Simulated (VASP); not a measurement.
Input of a VASP 6.6.1 run:

Contents of POSCAR:

```
TaN
1.0
    5.1561600241      0.0000000000      0.0000000000
   -2.5780800120      4.4653656949      0.0000000000
    0.0000000000      0.0000000000      2.8884826334
Ta N
3 3
Direct
    0.0000000000      0.0000000000      0.0000000000
    0.3333333333      0.6666666667      0.5000000000
    0.6666666667      0.3333333333      0.5000000000
    0.5000000000      0.0000000000      0.0000000000
    0.5000000000      0.5000000000      0.0000000000
    0.0000000000      0.5000000000      0.0000000000
```

Contents of INCAR.step1:

```
PREC = Accurate ; ENCUT = 660
ISMEAR = 0 ; SIGMA = 0.1
LREAL = False ; LASPH = True
NELM = 120 ; NBANDS = 36
GGA = PE ; ALGO = Normal
EDIFF = 1E-5 ; LWAVE = True
LCHARG = False ; GGA_COMPAT = False
```

INCAR.step2

```
PREC = Accurate ; ENCUT = 660
EDIFF = 1E-6 ; ISMEAR = 0
SIGMA = 0.1 ; LREAL = False
LASPH = True ; NELM = 120
ALGO = Normal ; ISIF = 2
LWAVE = False ; LCHARG = False
METAGGA = R2SCAN ; LMIXTAU = True
NBANDS = 36 ; ISTART = 1
GGA_COMPAT = False
```

KPOINTS

```
regular mesh
0
Gamma
  5 5 8
```

Potentials or basis: VASP PAW PBE potentials, release 64 (Ta_sv_GW, N).

Run with:

```bash
$ cat potpaw_PBE.64/Ta_sv_GW/POTCAR potpaw_PBE.64/N/POTCAR > POTCAR
$ cp INCAR.step1 INCAR
$ mpirun -np 1 vasp_std > vasp.out
$ cp INCAR.step2 INCAR
$ mpirun -np 1 vasp_std > vasp.out
```

Question: Estimate the pressure.

Answer: 12.4 GPa.

Question: Estimate the band gap on the k mesh.

Answer: Zero (band 27 reaches 13.58 eV, above the bottom of band 28 at 11.31 eV).

Stress tensor (GPa, compression positive):
```
11.89  0.00  0.00
 0.00 11.89  0.00
 0.00  0.00 13.31
```

Caveat: the PAW data sets were made with another functional, which shifts forces and pressure a little; spin-orbit coupling is left out, which moves the levels of the heavy elements.
